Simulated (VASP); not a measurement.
Here is a VASP 6.6.1 calculation.

File INCAR:

```
PREC     = Accurate       # precision mode
ENCUT    = 520            # plane-wave cutoff, eV
EDIFF    = 1E-6           # SCF threshold, eV
ISMEAR   = -1             # smearing method
SIGMA    = 0.1            # smearing width, eV
LREAL    = False          # projectors in reciprocal space
LASPH    = True           # aspherical terms in the spheres
NELM     = 100            # most SCF steps
ALGO     = Normal         # electronic algorithm
ISIF     = 2              # what is computed and relaxed
LWAVE    = False          # write WAVECAR
LCHARG   = False          # write CHGCAR
GGA      = PE             # functional
NBANDS   = 21             # bands
```

The input KPOINTS:

```
regular mesh
0
Gamma
  5 5 5
```

The input POSCAR:

```
W
1.0
    0.0000000000      2.9160588243      2.9160588243
    2.9160588243      0.0000000000      2.9160588243
    2.9160588243      2.9160588243      0.0000000000
W
2
Direct
    0.1250000000      0.1250000000      0.1250000000
    0.8750000000      0.8750000000      0.8750000000
```

Potentials or basis: VASP PAW PBE potentials, release 64 (W_sv).

Launch:

```console
$ cat potpaw_PBE.64/W_sv/POTCAR > POTCAR
$ mpirun -np 1 vasp_std > vasp.out
```

Predict the band gap on the k mesh.

zero (band 14 reaches 5.23 eV, above the bottom of band 15 at 4.76 eV).

Predict the pressure.

0.2 GPa.

Caveat: the k points lie up to 0.37 Å⁻¹ apart; spin-orbit coupling is left out, which moves the levels of the heavy elements.
